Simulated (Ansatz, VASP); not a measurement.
TiSi2 in VASP and in Ansatz

```
Ti Si
1.0
     0.00000    4.19183    4.16470
     2.43680    0.00000    4.16470
     2.43680    4.19183    0.00000
Ti Si
2 4
Cartesian
  3.6552 6.2878 6.2471
  2.4368 4.1918 4.1647
  1.2184 0.7279 2.0824
  1.2184 3.4639 2.0824
  2.4368 1.3680 4.1647
  2.4368 7.0157 4.1647
```

Alike in both runs: task single point; functional PBE; k mesh 14 × 14 × 14; occupations gaussian, width 0.15 eV; no spin polarisation.

|  | VASP | Ansatz |
| --- | --- | --- |
| version | VASP 6.6.1 | Ansatz 0.2.0 |
| potentials or method | VASP PAW PBE potentials, release 64 (Ti_sv, Si), cutoff 520 eV | scalar-relativistic, plane waves, PAW |
| valence electrons in the cell | 40 | 40 |

```tsv
	VASP	Ansatz	Ansatz less VASP
gap on the k mesh at the Fermi level (eV)	none	none	-
pressure (GPa)	1.5	1.5	+0.01
traceless stress, the component that is largest in VASP (GPa)	8.76	8.76	0.000
rms of the force components (eV/Å)	0.024	0.024	+0.0005
```

Atom by atom the forces differ by 0.001 eV/Å (rms over components). A gap of «none» marks a metal or a gap that the smearing closes.
